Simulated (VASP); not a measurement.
# TiN (Fm-3m) in VASP: further runs

The runs below take TiN through single point, with LDA.

All numbers are computed with VASP 6.6.1; they aren't measurements. Logs are shortened: lines on timing, memory, paths and dates and some standing lists are left out, and cuts for length are marked.

## Step 1: The cell of the first run

It takes space group Fm-3m (No. 225, cubic). Conventional cell: a = 4.171 Å, b = 4.171 Å, c = 4.171 Å, α = 90.00°, β = 90.00°, γ = 90.00°. Ti (site symmetry m-3m) has 6 N at 2.09 Å within 2.8 Å. N (site symmetry m-3m) has 6 Ti at 2.09 Å within 2.8 Å.

## Step 2: Single point, LDA

Input file INCAR:

```
PREC = Accurate
ENCUT = 1330
EDIFF = 1E-6
ISMEAR = 0
SIGMA = 0.1
LREAL = F
LASPH = T
NELM = 120
ALGO = Normal
ISIF = 2
LWAVE = F
LCHARG = T
GGA = CA
LELF = T
LVHAR = T
NBANDS = 16
GGA_COMPAT = F
```

Input file KPOINTS:

```
Automatic mesh
0
Gamma
  18 18 18
```

Input file POSCAR:

```
TiN
1.0
    0.0000000000      2.0857261151      2.0857261151
    2.0857261151      0.0000000000      2.0857261151
    2.0857261151      2.0857261151      0.0000000000
Ti N
1 1
Direct
    0.0000000000      0.0000000000      0.0000000000
    0.5000000000      0.5000000000      0.5000000000
```

Potentials or basis: VASP PAW LDA potentials, release 64 (Ti_sv, N_h).

On the command line:

```console
$ cat potpaw_LDA.64/Ti_sv/POTCAR potpaw_LDA.64/N_h/POTCAR > POTCAR
$ mpirun -np 1 vasp_std > vasp.out
```

OUTCAR:

```text
PREC = Accurate
   ENCUT = 1330
   EDIFF = 1E-6
   ISMEAR = 0
   LREAL = F
   LASPH = T
   NELM = 120
   ISIF = 2
   GGA = CA

 ion  position               nearest neighbor table
   1  0.000  0.000  0.000-   2 2.09   2 2.09   2 2.09   2 2.09   2 2.09   2 2.09
   2  0.500  0.500  0.500-   1 2.09   1 2.09   1 2.09   1 2.09   1 2.09   1 2.09

  LATTYP: Found a face centered cubic cell.
 ALAT       =     4.1714522302

  Lattice vectors:

 A1 = (   0.0000000000,   2.0857261151,   2.0857261151)
 A2 = (   2.0857261151,   0.0000000000,   2.0857261151)
 A3 = (   2.0857261151,   2.0857261151,   0.0000000000)

Analysis of symmetry for initial positions (statically):
=====================================================================
 Subroutine PRICEL returns:
 Original cell was already a primitive cell.

 Routine SETGRP: Setting up the symmetry group for a
 face centered cubic supercell.

 Subroutine GETGRP returns: Found 48 space group operations
 (whereof 48 operations were pure point group operations)
 out of a pool of 48 trial point group operations.

The static configuration has the point symmetry O_h .

Analysis of symmetry for dynamics (positions and initial velocities):
=====================================================================
 Subroutine PRICEL returns:
 Original cell was already a primitive cell.

 Routine SETGRP: Setting up the symmetry group for a
 face centered cubic supercell.

 Subroutine GETGRP returns: Found 48 space group operations
 (whereof 48 operations were pure point group operations)
 out of a pool of 48 trial point group operations.

The dynamic configuration has the point symmetry O_h .

 Subroutine INISYM returns: Found 48 space group operations
 (whereof 48 operations are pure point group operations),
 and found     1 'primitive' translations

----------------------------------------------------------------------------------------

                                     Primitive cell

  volume of cell :      18.1469

  direct lattice vectors                    reciprocal lattice vectors
     0.000000000  2.085726115  2.085726115    -0.239724668  0.239724668  0.239724668
     2.085726115  0.000000000  2.085726115     0.239724668 -0.239724668  0.239724668
     2.085726115  2.085726115  0.000000000     0.239724668  0.239724668 -0.239724668

  length of vectors
     2.949662159  2.949662159  2.949662159     0.415215304  0.415215304  0.415215304

[... 73 lines left out ...]
   ICHARG =      2    charge: 1-file 2-atom 10-const
   ISPIN  =      1    spin polarized calculation?
   LNONCOLLINEAR =      F non collinear calculations
   LSORBIT =      F    spin-orbit coupling
   LASPH  =      T    aspherical Exc in radial PAW
   ENCUT  = 1330.0 eV  97.75 Ry    9.89 a.u.   8.77  8.77  8.77*2*pi/ulx,y,z
   NELM   =    120;   NELMIN=  2; NELMDL= -5     # of ELM steps
   EDIFF  = 0.1E-05   stopping-criterion for ELM
   LREAL  =      F    real-space projection
   EDIFFG = 0.1E-04   stopping-criterion for IOM
   NSW    =      0    number of steps for IOM
   IBRION =     -1    ionic relax: 0-MD 1-quasi-New 2-CG
   NFREE  =      0    steps in history (QN), initial steepest desc. (CG)
   ISIF   =      2    stress and relaxation
   ISYM   =      2    0-nonsym 1-usesym 2-fastsym
   POTIM  = 0.5000    time-step for ionic-motion
   TEBEG  =    0.0;   TEEND  =   0.0 temperature during run
   PSTRESS=    0.0 pullay stress
   NELECT =      17.0000    total number of electrons
   NUPDOWN=      -1.0000    fix difference up-down
   EMIN   =  10.00;   EMAX   =-10.00  energy-range for DOS
   EFERMI =   0.00;   METHOD = LEGACY
   ISMEAR =     0;   SIGMA  =   0.10  broadening in eV -4-tet -1-fermi 0-gaus
   EFERMI_NEDOS =   21; number of points for ismear=-14 and -15
   IALGO  =     38    algorithm
   IMIX   =      4    mixing-type and parameters
     AMIX     =   0.40;   BMIX     =  1.00
     AMIX_MAG =   1.60;   BMIX_MAG =  1.00
  volume/ion in A,a.u.               =       9.07        61.23
  Fermi-wavevector in a.u.,A,eV,Ry     =   1.601857  3.027072 34.911832  2.565947
  Thomas-Fermi vector in A             =   2.698770
   LORBIT       =      0    0 simple, 1 ext, 2 COOP (PROOUT), +10 PAW based schemes
   GGA     = CA    functional components
   LHFCALC =     F    Hartree Fock is set to
   AEXX    =    0.0000 exact exchange contribution
   IVDW    =     0    specifies the selected vdW correction
   LEPSILON=     F    determine dielectric tensor
   LRPA    =     F    only Hartree local field effects (RPA)
 non-spin polarized calculation
 Gauss-broadening in eV      SIGMA  =   0.10
  energy-cutoff  :     1330.00
  volume of cell :       18.15
 maximum number of plane-waves:      2017
   NGX = 17   NGY = 17   NGZ = 17

 number of electron      17.0000000 magnetization

 Free energy of the ion-electron system (eV)
  ---------------------------------------------------
  ext. energy  EPLUGINS =         0.00000000
  ---------------------------------------------------
  free energy    TOTEN  =       -21.67756580 eV

  energy without entropy =      -21.67371639  energy(sigma->0) =      -21.67564110

 E-fermi :  12.2522     XC(G=0): -13.6666

 val. band max:       12.2169452796   @ k =   0.5000   0.2222   0.0000
 cond. band min:      12.2593472511   @ k =   0.1111   0.0556   0.0000
 fundamental gap:      0.0424019714
 Fermi energy:        12.2522086380

 k-point     1 :       0.0000    0.0000    0.0000
  band No.  band energies     occupation
      1     -44.8152      2.00000
      2     -21.1301      2.00000
      3     -21.1301      2.00000
      4     -21.1301      2.00000
      5      -4.8755      2.00000
      6      10.1971      2.00000
[... 433 lines left out ...]
      3     -21.1890      2.00000
      4     -21.1514      2.00000
      5      -3.7226      2.00000
      6       6.6358      2.00000
[... 8 lines left out ...]
     15      25.6499      0.00000
     16      29.8979      0.00000

 [... further k-points ...]
[... 5 lines left out ...]
  --------------------------------------------------------------------------------------
  -------------------------------------------------------------------------------------
  Total        0.1146420      0.1146420      0.1146420      0.0000000      0.0000000      0.0000000
  in kB       10.1216797     10.1216797     10.1216797      0.0000000      0.0000000      0.0000000
  external PRESSURE =      10.1216797 kB  Pullay stress =       0.0000000 kB

 VOLUME and BASIS-vectors are now :
 -----------------------------------------------------------------------------
  energy-cutoff  :     1330.00
  volume of cell :       18.15
      direct lattice vectors                 reciprocal lattice vectors
     0.000000000  2.085726115  2.085726115    -0.239724668  0.239724668  0.239724668
     2.085726115  0.000000000  2.085726115     0.239724668 -0.239724668  0.239724668
     2.085726115  2.085726115  0.000000000     0.239724668  0.239724668 -0.239724668

 POSITION                                       TOTAL-FORCE (eV/Angst)
 -----------------------------------------------------------------------------------
      0.00000      0.00000      0.00000         0.000000      0.000000      0.000000
      2.08573      2.08573      2.08573         0.000000      0.000000     -0.000000
 -----------------------------------------------------------------------------------
    total drift:                                0.000000      0.000000      0.000000

  FREE ENERGIE OF THE ION-ELECTRON SYSTEM (eV)
  ---------------------------------------------------
  free  energy   TOTEN  =       -21.6775657980 eV

  energy  without entropy=      -21.6737163937  energy(sigma->0) =      -21.67564110
```

stdout:

```text
POSCAR found type information on POSCAR TiN
 POSCAR found :  2 types and       2 ions
 scaLAPACK will be used
 LDA part: xc-table for (Slater(with rela. corr.)+CA(PZ))
 , standard interpolation
 POSCAR, INCAR and KPOINTS ok, starting setup
 FFT: planning ... GRIDC
 FFT: planning ... GRID_SOFT
 FFT: planning ... GRID
 WAVECAR not read
 entering main loop
```

Run time: 73 s. Hardware: 1 thread of Intel Xeon 6975P-C (Granite Rapids), shared host; peak memory 0.35 GiB.

What came out:

```
Free energy            : -21.6776 eV
Pressure               : 1.0 GPa
Band gap on the k mesh : zero (an odd number of electrons rules out a gap without spin polarisation)
```

Caveat: an odd number of electrons without spin polarisation forces a metal; a magnetic or distorted state may lie lower.

## Step 3: Single point, LDA

Edit INCAR of step 2 so:

```diff
@@ -11,6 +11,3 @@
 LWAVE = F
-LCHARG = T
-GGA = CA
-LELF = T
-LVHAR = T
+LCHARG = F
 NBANDS = 16
```

Input file KPOINTS:

```
regular mesh
0
Gamma
  8 8 8
```

Input file POSCAR:

```
TiN
1.0
    0.0000000000      2.0863455124      2.0863455124
    2.0863455124      0.0000000000      2.0863455124
    2.0863455124      2.0863455124      0.0000000000
Ti N
1 1
Direct
    0.0000000000      0.0000000000      0.0000000000
    0.5000000000      0.5000000000      0.5000000000
```

Potentials or basis: VASP PAW LDA potentials, release 64 (Ti_sv, N_h).

On the command line:

```console
$ cat potpaw_LDA.64/Ti_sv/POTCAR potpaw_LDA.64/N_h/POTCAR > POTCAR
$ mpirun -np 1 vasp_std > vasp.out
```

Wall time 30 s (1 thread of AMD EPYC 7R43 (Zen 3), shared host); peak memory 0.16 GiB.

The run converged. Its results:

| Item | Value |
| --- | --- |
| Free energy | -21.6659 eV |
| Pressure | 0.9 GPa |
| Band gap on the k mesh | zero (an odd number of electrons rules out a gap without spin polarisation) |

Levels at points of the mesh, in eV from the Fermi level:
```
           k point  band 5  band 6  band 7  band 8  band 9  band 10  band 11  band 12  band 13  band 14
(0.00, 0.00, 0.00)  -17.15   -2.08   -2.08   -2.08   -0.70    -0.70    -0.70     0.59     0.59     6.12
(0.50, 0.00, 0.00)  -14.40   -8.39   -5.76   -5.76    1.81     1.81     2.55     6.13     6.13     6.35
(0.50, 0.50, 0.00)  -15.71   -5.89   -3.33   -3.27   -3.27     1.75     2.58     2.58     4.04    11.25
```

Caveat: an odd number of electrons without spin polarisation forces a metal; a magnetic or distorted state may lie lower.

The gap in the log of VASP goes by the Fermi energy; the results here count the filled bands.